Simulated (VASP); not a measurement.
# SnO (Cmce) in VASP: notebook

SnO is run at these levels: PBEsol; tasks: single point.

All numbers are computed with VASP 6.6.1; they aren't measurements. Logs are shortened: lines on timing, memory, paths and dates and some standing lists are left out, and cuts for length are marked.

**1. The cell of the first run**

It takes space group Cmce (No. 64, orthorhombic). The conventional cell has a = 5.381 Å, b = 5.381 Å, c = 9.495 Å, α = 90.00°, β = 90.00°, γ = 90.00°. Sn (site symmetry m) has 4 O at 2.22 Å within 2.9 Å. Within 2.9 Å of O (site symmetry 2) lie 4 Sn at 2.22 Å and 4 O at 2.69 Å.

**2. Single point, PBEsol**

INCAR

```
SYSTEM = SnO
PREC = Accurate
ENCUT = 520
EDIFF = 1E-6
ISMEAR = 0
SIGMA = 0.15
LREAL = .FALSE.
LASPH = .TRUE.
NELM = 100
ALGO = Normal
ISIF = 2
LWAVE = .FALSE.
LCHARG = .FALSE.
GGA = PS
NBANDS = 50
```

KPOINTS

```
Automatic mesh
0
G
  10 10 4
  0 0 0
```

POSCAR

```
SnO
1.0
   -2.6904553516      2.6904757566      0.0000000000
   -2.6904553516     -2.6904757566      0.0000000000
    0.0000000000      0.0000000000      9.4948200140
Sn O
4 4
Direct
    0.0008133085      0.9991866915      0.9998642567
    0.9991866915      0.0008133085      0.4998642567
    0.4991927167      0.5008072833      0.2571398372
    0.5008072833      0.4991927167      0.7571398372
    0.9992189162      0.5007783209      0.3784979530
    0.0007810838      0.4992216791      0.8784979530
    0.4992216791      0.0007810838      0.3784979530
    0.5007783209      0.9992189162      0.8784979530
```

Potentials or basis: VASP PAW PBE potentials, release 64 (Sn_d, O).

The run is started by

```
$ cat potpaw_PBE.64/Sn_d/POTCAR potpaw_PBE.64/O/POTCAR > POTCAR
$ mpirun -np 1 vasp_std > vasp.out
```

OUTCAR:

```text
SYSTEM = SnO
   PREC = Accurate
   ENCUT = 520
   EDIFF = 1E-6
   ISMEAR = 0
   LREAL = .FALSE.
   LASPH = .TRUE.
   NELM = 100
   ISIF = 2
   GGA = PS

 ion  position               nearest neighbor table
   1  0.001  0.999  1.000-   6 2.22   8 2.22   6 2.22   8 2.22   4 3.54   4 3.54   4 3.54   4 3.54
                             3 3.63   3 3.63   3 3.63   3 3.64
   2  0.999  0.001  0.500-   5 2.22   7 2.22   7 2.22   5 2.22   3 3.54   3 3.54   3 3.54   3 3.54
                             4 3.63   4 3.63   4 3.63   4 3.64
   3  0.499  0.501  0.257-   5 2.22   7 2.22   5 2.22   7 2.22   2 3.54   2 3.54   2 3.54   2 3.54
                             1 3.63   1 3.63   1 3.63   1 3.64
   4  0.501  0.499  0.757-   6 2.22   8 2.22   8 2.22   6 2.22   1 3.54   1 3.54   1 3.54   1 3.54
                             2 3.63   2 3.63   2 3.63   2 3.64
   5  0.999  0.501  0.378-   3 2.22   2 2.22   3 2.22   2 2.22
   6  0.001  0.499  0.878-   4 2.22   1 2.22   4 2.22   1 2.22
   7  0.499  0.001  0.378-   3 2.22   2 2.22   3 2.22   2 2.22
   8  0.501  0.999  0.878-   4 2.22   1 2.22   4 2.22   1 2.22

  LATTYP: Found a simple tetragonal cell.
 ALAT       =     3.8048928757
 C/A-ratio  =     2.4954237410

  Lattice vectors:

 A1 = (  -2.6904553516,   2.6904757566,   0.0000000000)
 A2 = (  -2.6904553516,  -2.6904757566,   0.0000000000)
 A3 = (   0.0000000000,   0.0000000000,   9.4948200140)

Analysis of symmetry for initial positions (statically):
=====================================================================
 Subroutine PRICEL returns:
 Original cell was already a primitive cell.

 Routine SETGRP: Setting up the symmetry group for a
 simple tetragonal supercell.

 Subroutine GETGRP returns: Found  4 space group operations
 (whereof  2 operations were pure point group operations)
 out of a pool of 16 trial point group operations.

The static configuration has the point symmetry C_1h.
 The point group associated with its full space group is C_2v.

Analysis of symmetry for dynamics (positions and initial velocities):
=====================================================================
 Subroutine PRICEL returns:
 Original cell was already a primitive cell.

 Routine SETGRP: Setting up the symmetry group for a
 simple tetragonal supercell.

 Subroutine GETGRP returns: Found  4 space group operations
 (whereof  2 operations were pure point group operations)
 out of a pool of 16 trial point group operations.

The dynamic configuration has the point symmetry C_1h.
 The point group associated with its full space group is C_2v.

 Subroutine INISYM returns: Found  4 space group operations
 (whereof  2 operations are pure point group operations),
 and found     1 'primitive' translations

----------------------------------------------------------------------------------------

                                     Primitive cell

  volume of cell :     137.4585

  direct lattice vectors                    reciprocal lattice vectors
    -2.690455352  2.690475757  0.000000000    -0.185842147  0.185840738  0.000000000
    -2.690455352 -2.690475757  0.000000000    -0.185842147 -0.185840738  0.000000000
     0.000000000  0.000000000  9.494820014     0.000000000  0.000000000  0.105320585

  length of vectors
     3.804892876  3.804892876  9.494820014     0.262819489  0.262819489  0.105320585

  position of ions in fractional coordinates (direct lattice)
     0.000813308  0.999186692  0.999864257
     0.999186692  0.000813308  0.499864257
     0.499192717  0.500807283  0.257139837
     0.500807283  0.499192717  0.757139837
     0.999218916  0.500778321  0.378497953
     0.000781084  0.499221679  0.878497953
     0.499221679  0.000781084  0.378497953
     0.500778321  0.999218916  0.878497953

  ion indices of the primitive-cell ions
   primitive index   ion index
                 1           1
                 2           2
                 3           3
                 4           4
                 5           5
                 6           6
                 7           7
                 8           8

----------------------------------------------------------------------------------------

 KPOINTS: Automatic mesh

Automatic generation of k-mesh.
 Grid dimensions read from file:
 generate k-points for:   10   10    4

 Generating k-lattice:

  Cartesian coordinates                     Fractional coordinates (reciprocal lattice)
    -0.018584215  0.018584074  0.000000000     0.100000000  0.000000000  0.000000000
    -0.018584215 -0.018584074  0.000000000     0.000000000  0.100000000  0.000000000
     0.000000000  0.000000000  0.026330146     0.000000000  0.000000000  0.250000000

  Length of vectors
     0.026281949  0.026281949  0.026330146

  Shift w.r.t. Gamma in fractional coordinates (k-lattice)
     0.000000000  0.000000000  0.000000000

 Subroutine IBZKPT returns following result:
 ===========================================

 Found     93 irreducible k-points:

 Following reciprocal coordinates:
            Coordinates               Weight
  0.000000  0.000000  0.000000      1.000000
  0.100000 -0.000000  0.000000      4.000000
  0.200000 -0.000000  0.000000      4.000000
  0.300000 -0.000000  0.000000      4.000000
  0.400000 -0.000000  0.000000      4.000000
  0.500000 -0.000000  0.000000      2.000000
[... 16 lines left out ...]
  0.300000  0.300000  0.000000      2.000000
 -0.300000  0.300000  0.000000      2.000000
 [... further k-points ...]
   k-points           NKPTS =     93   k-points in BZ     NKDIM =     93   number of bands    NBANDS=     50
   number of dos      NEDOS =    301   number of ions     NIONS =      8
   total plane-waves  NPLWV =  56448
   dimension x,y,z NGX =    28 NGY =   28 NGZ =   72
   dimension x,y,z NGXF=    56 NGYF=   56 NGZF=  144
   ions per type =               4   4
   NGX,Y,Z   is equivalent  to a cutoff of  12.23, 12.23, 12.61 a.u.
   NGXF,Y,Z  is equivalent  to a cutoff of  24.47, 24.47, 25.21 a.u.
 SYSTEM =  SnO
   PREC   = accura    normal or accurate (medium, high low for compatibility)
   ISTART =      0    job   : 0-new  1-cont  2-samecut
   ICHARG =      2    charge: 1-file 2-atom 10-const
   ISPIN  =      1    spin polarized calculation?
   LNONCOLLINEAR =      F non collinear calculations
   LSORBIT =      F    spin-orbit coupling
   LASPH  =      T    aspherical Exc in radial PAW
   ENCUT  =  520.0 eV  38.22 Ry    6.18 a.u.   7.07  7.07 17.65*2*pi/ulx,y,z
   NELM   =    100;   NELMIN=  2; NELMDL= -5     # of ELM steps
   EDIFF  = 0.1E-05   stopping-criterion for ELM
   LREAL  =      F    real-space projection
   EDIFFG = 0.1E-04   stopping-criterion for IOM
   NSW    =      0    number of steps for IOM
   IBRION =     -1    ionic relax: 0-MD 1-quasi-New 2-CG
   NFREE  =      0    steps in history (QN), initial steepest desc. (CG)
   ISIF   =      2    stress and relaxation
   ISYM   =      2    0-nonsym 1-usesym 2-fastsym
   POTIM  = 0.5000    time-step for ionic-motion
   TEBEG  =    0.0;   TEEND  =   0.0 temperature during run
   PSTRESS=    0.0 pullay stress
   NELECT =      80.0000    total number of electrons
   NUPDOWN=      -1.0000    fix difference up-down
   EMIN   =  10.00;   EMAX   =-10.00  energy-range for DOS
   EFERMI =   0.00;   METHOD = LEGACY
   ISMEAR =     0;   SIGMA  =   0.15  broadening in eV -4-tet -1-fermi 0-gaus
   EFERMI_NEDOS =   21; number of points for ismear=-14 and -15
   IALGO  =     38    algorithm
   IMIX   =      4    mixing-type and parameters
     AMIX     =   0.40;   BMIX     =  1.00
     AMIX_MAG =   1.60;   BMIX_MAG =  1.00
  volume/ion in A,a.u.               =      17.18       115.95
  Fermi-wavevector in a.u.,A,eV,Ry     =   1.366829  2.582933 25.418709  1.868222
  Thomas-Fermi vector in A             =   2.492935
   LORBIT       =      0    0 simple, 1 ext, 2 COOP (PROOUT), +10 PAW based schemes
   GGA     = PS    functional components
   LHFCALC =     F    Hartree Fock is set to
   AEXX    =    0.0000 exact exchange contribution
   IVDW    =     0    specifies the selected vdW correction
   LEPSILON=     F    determine dielectric tensor
   LRPA    =     F    only Hartree local field effects (RPA)
 non-spin polarized calculation
 Gauss-broadening in eV      SIGMA  =   0.15
  energy-cutoff  :      520.00
  volume of cell :      137.46
 maximum number of plane-waves:      3732
   NGX = 15   NGY = 15   NGZ = 35

 number of electron      79.9999984 magnetization

 Free energy of the ion-electron system (eV)
  ---------------------------------------------------
  ext. energy  EPLUGINS =         0.00000000
  ---------------------------------------------------
  free energy    TOTEN  =       -48.43043976 eV

  energy without entropy =      -48.42718510  energy(sigma->0) =      -48.42881243

 E-fermi :   7.3077     XC(G=0): -10.6011

 val. band max:        7.2325034553   @ k =   0.1000  -0.0000   0.0000
 cond. band min:       7.3834264502   @ k =   0.5000   0.5000   0.2500
 fundamental gap:      0.1509229949
 Fermi energy:         7.3077262845

 k-point     1 :       0.0000    0.0000    0.0000
  band No.  band energies     occupation
      1     -14.7015      2.00000
      2     -14.6794      2.00000
      3     -14.2693      2.00000
      4     -14.2582      2.00000
      5     -14.2582      2.00000
      6     -14.2471      2.00000
[... 42 lines left out ...]
     49      13.0139      0.00000
     50      13.0142      0.00000

 k-point     2 :       0.1000   -0.0000    0.0000
  band No.  band energies     occupation
      1     -14.6959      2.00000
      2     -14.6762      2.00000
      3     -14.2697      2.00000
      4     -14.2561      2.00000
      5     -14.2552      2.00000
      6     -14.2460      2.00000
[... 1158 lines left out ...]
 k-point    24 :      -0.3000    0.3000    0.0000
  band No.  band energies     occupation
      1     -14.6509      2.00000
      2     -14.6380      2.00000
      3     -14.5280      2.00000
      4     -14.5250      2.00000
      5     -14.2373      2.00000
      6     -14.2371      2.00000
[... 42 lines left out ...]
     49      12.7875      0.00000
     50      13.9404      0.00000

 [... further k-points ...]

------------------------ aborting loop because EDIFF is reached ----------------------------------------

  FORCE on cell =-STRESS in cart. coord.  units (eV):
  Direction    XX          YY          ZZ          XY          YZ          ZX
  --------------------------------------------------------------------------------------
  -------------------------------------------------------------------------------------
  Total        0.2041018      0.2032921      0.2347751      0.0000000      0.0000000      0.0000000
  in kB        2.3789526      2.3695146      2.7364719      0.0000000      0.0000000      0.0000000
  external PRESSURE =       2.4949797 kB  Pullay stress =       0.0000000 kB

 VOLUME and BASIS-vectors are now :
 -----------------------------------------------------------------------------
  energy-cutoff  :      520.00
  volume of cell :      137.46
      direct lattice vectors                 reciprocal lattice vectors
    -2.690455352  2.690475757  0.000000000    -0.185842147  0.185840738  0.000000000
    -2.690455352 -2.690475757  0.000000000    -0.185842147 -0.185840738  0.000000000
     0.000000000  0.000000000  9.494820014     0.000000000  0.000000000  0.105320585

 POSITION                                       TOTAL-FORCE (eV/Angst)
 -----------------------------------------------------------------------------------
     -2.69046     -2.68610      9.49353        -0.000000     -0.003447      0.088588
     -2.69046      2.68610      4.74612        -0.000000      0.003447      0.088588
     -2.69046     -0.00434      2.44150        -0.000000      0.003239     -0.089112
     -2.69046      0.00434      7.18891        -0.000000     -0.003239     -0.089112
     -4.03568      1.34104      3.59377        -0.000116      0.001615      0.000262
     -1.34524     -1.34104      8.34118         0.000116     -0.001615      0.000262
     -1.34524      1.34104      3.59377         0.000116      0.001615      0.000262
     -4.03568     -1.34104      8.34118        -0.000116     -0.001615      0.000262
 -----------------------------------------------------------------------------------
    total drift:                               -0.000000     -0.000000      0.000109

  FREE ENERGIE OF THE ION-ELECTRON SYSTEM (eV)
  ---------------------------------------------------
  free  energy   TOTEN  =       -48.4304397616 eV

  energy  without entropy=      -48.4271850999  energy(sigma->0) =      -48.42881243
```

Wall time 8.5 min (1 thread of Intel Xeon Platinum 8259CL at 2.50GHz (Skylake/Cascade Lake), shared host); peak memory 0.54 GiB.

Results:

- Free energy: -48.4304 eV
- Pressure: 0.2 GPa
- Largest force: 0.089 eV/Å
- Band gap on the k mesh: zero (bands 40 and 41 overlap by 0.10 eV)

Forces on the atoms (eV/Å):
```
Sn   0.000 -0.003  0.089
Sn   0.000  0.003  0.089
Sn   0.000  0.003 -0.089
Sn   0.000 -0.003 -0.089
O    0.000  0.002  0.000
O    0.000 -0.002  0.000
O    0.000  0.002  0.000
O    0.000 -0.002  0.000
```

Caveat: semilocal functionals underestimate gaps, and a narrow one can read as zero; the PAW data sets were made with another functional, which shifts forces and pressure a little; spin-orbit coupling is left out, which moves the levels of the heavy elements.

**3. Single point, PBEsol**

INCAR: that of step 2 with these lines changed.

```diff
@@ -9,3 +9,3 @@
 NELM = 100
-ALGO = Normal
+ALGO = Fast
 ISIF = 2
```

KPOINTS is that of step 2.

POSCAR is that of step 2.

Potentials or basis: VASP PAW PBE potentials, release 64 (Sn_d, O).

The run is started by

```
$ cat potpaw_PBE.64/Sn_d/POTCAR potpaw_PBE.64/O/POTCAR > POTCAR
$ mpirun -np 1 vasp_std > vasp.out
```

Wall time 18 min (1 thread of Oxide Virtual Turin-like, shared host); peak memory 0.51 GiB.

Results (log left out):

```yaml
Free_energy: -48.4304 eV
Pressure: 0.2 GPa
Largest_force: 0.090 eV/Å
Band_gap_on_the_k_mesh: zero (bands 40 and 41 overlap by 0.10 eV)
```

Forces in eV/Å, atoms in the order of the input:
```
Sn   0.000 -0.003  0.089
Sn   0.000  0.003  0.089
Sn   0.000  0.003 -0.090
Sn   0.000 -0.003 -0.090
O    0.000  0.002  0.000
O    0.000 -0.002  0.000
O    0.000  0.002  0.000
O    0.000 -0.002  0.000
```

Levels at points of the mesh, in eV from the Fermi level:
```tsv
k point	band 37	band 38	band 39	band 40	band 41	band 42	band 43	band 44
(0.00, 0.00, 0.00)	-3.27	-3.07	-2.28	-0.09	1.51	2.04	2.69	2.69
(0.50, 0.00, 0.00)	-2.86	-2.86	-1.82	-1.82	2.57	2.57	3.18	3.18
(0.50, 0.50, 0.00)	-2.60	-2.60	-1.97	-1.97	-0.18	-0.18	2.20	2.20
(0.00, 0.00, 0.50)	-3.28	-3.28	-0.63	-0.63	1.50	1.50	3.31	3.31
(0.50, 0.00, 0.50)	-2.30	-2.30	-2.29	-2.29	2.86	2.86	2.87	2.87
(0.50, 0.50, 0.50)	-2.46	-2.46	-2.45	-2.45	0.75	0.75	0.75	0.75
```

Caveat: semilocal functionals underestimate gaps, and a narrow one can read as zero; the PAW data sets were made with another functional, which shifts forces and pressure a little; spin-orbit coupling is left out, which moves the levels of the heavy elements.

The gap in the log of VASP goes by the Fermi energy; the results here count the filled bands.